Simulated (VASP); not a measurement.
**TaN: single point with LDA**

The system is TaN.

```
Ta N
1.0
     2.93800    0.00000    0.00000
    -1.46900    2.54438    0.00000
     0.00000    0.00000    2.88300
Ta N
1 1
Direct
  0.31836 0.63672 0.47754
  0.00000 0.00000 0.00000
```

This cell differs from its parent crystal: all Ta atoms moved +0.100 Å, as atom 1 towards its neighbour atom 2 (N) at 2.226 Å.

```json
{
  "Program": "VASP 6.6.1",
  "Task": "single point",
  "Functional": "LDA",
  "Potentials or basis": "VASP PAW LDA potentials, release 64 (Ta_pv, N)",
  "Cutoff": "520 eV",
  "k mesh": "18 × 18 × 16",
  "Occupations": "gaussian, width 0.15 eV",
  "Spin": "no spin polarisation",
  "Dipole correction": "no",
  "Further INCAR settings": "ALGO = Normal; EDIFF = 1e-07; NBANDS = 15"
}
```

* Pressure: -8.1 GPa
* Largest force: 1.360 eV/Å
* Band gap on the k mesh: zero (bands 8 and 9 overlap by 0.19 eV)

Forces in eV/Å, atoms in the order of the input:
```
Ta   0.000  1.024  0.895
N    0.000 -1.024 -0.895
```

Stress tensor (GPa, compression positive):
```
-9.29  0.00  0.00
 0.00 -6.68  1.94
 0.00  1.94 -8.26
```

Levels at points of the mesh, in eV from the Fermi level:
| k point | band 4 | band 5 | band 6 | band 7 | band 8 | band 9 | band 10 | band 11 | band 12 | band 13 |
| --- | --- | --- | --- | --- | --- | --- | --- | --- | --- | --- |
| (0.00, 0.00, 0.00) | -17.50 | -4.61 | -4.61 | -4.16 | -2.65 | 2.20 | 3.38 | 3.80 | 4.06 | 4.22 |
| (0.50, 0.00, 0.00) | -15.23 | -8.09 | -5.06 | -3.81 | -2.71 | 2.95 | 4.08 | 4.90 | 5.36 | 7.75 |
| (0.00, 0.50, 0.00) | -15.00 | -8.40 | -5.37 | -3.44 | -3.05 | 3.07 | 4.02 | 5.23 | 5.60 | 7.78 |
| (0.00, 0.00, 0.50) | -14.78 | -9.26 | -4.13 | -3.32 | -0.09 | -0.07 | 2.56 | 2.70 | 4.01 | 8.35 |
| (0.50, 0.00, 0.50) | -15.40 | -7.36 | -6.19 | -5.70 | -0.10 | 4.10 | 5.34 | 6.08 | 7.27 | 9.94 |
| (0.00, 0.50, 0.50) | -15.65 | -7.08 | -5.84 | -5.48 | -0.52 | 4.27 | 5.36 | 6.11 | 6.80 | 10.64 |

Run time: 110 s on 1 thread of Intel(R) Xeon(R) 6975P-C (Granite Rapids) (shared host), peak memory 0.52 GiB.

Caveat: the cell differs from its parent crystal (all Ta atoms moved +0.100 Å, as atom 1 towards its neighbour atom 2 (N) at 2.226 Å); the cell stands under tension; spin-orbit coupling is left out, which moves the levels of the heavy elements; forces of over 1 eV/Å act on the atoms, so gaps and moduli don't describe the material at rest.
